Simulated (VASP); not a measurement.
A run of VASP 6.6.1 is set up as follows.

Contents of INCAR:

```
SYSTEM = Pt
ALGO = Normal ; EDIFF = 1E-7
EDIFFG = -0.01 ; ENCUT = 600
GGA = RP ; IBRION = 2
ISIF = 3 ; ISMEAR = -1
IVDW = 12 ; LASPH = .TRUE.
LCHARG = .FALSE. ; LREAL = .FALSE.
LWAVE = .FALSE. ; NELM = 100
NSW = 60 ; PREC = Accurate
SIGMA = 0.05
```

The input KPOINTS:

```
k-points
0
G
  12 12 12
  0 0 0
```

POSCAR

```
Pt
1.0
    0.0000000000      1.9609000000      1.9609000000
    1.9609000000      0.0000000000      1.9609000000
    1.9609000000      1.9609000000      0.0000000000
Pt
1
Direct
    0.0000000000      0.0000000000      0.0000000000
```

Potentials or basis: VASP PAW PBE potentials, release 64 (Pt).

Launch:

```bash
$ cat potpaw_PBE.64/Pt/POTCAR > POTCAR
$ mpirun -np 1 vasp_std > vasp.out
```

(1) Estimate the relaxed volume.

(2) Estimate the band gap on the k mesh.

(3) What does it give for the space group after relaxing (to 0.05 Å)?

## Answers

(1) 13.51 Å³/atom.

(2) zero (band 5 reaches 14.22 eV, above the bottom of band 6 at 11.50 eV).

(3) Fm-3m (No. 225).

Caveat: the PAW data sets were made with another functional, which shifts forces and pressure a little; spin-orbit coupling is left out, which moves the levels of the heavy elements; the volume moved by -10 % from the deposited cell, more than functionals usually miss; pairwise dispersion overbinds metals, which lowers pressure and volume.
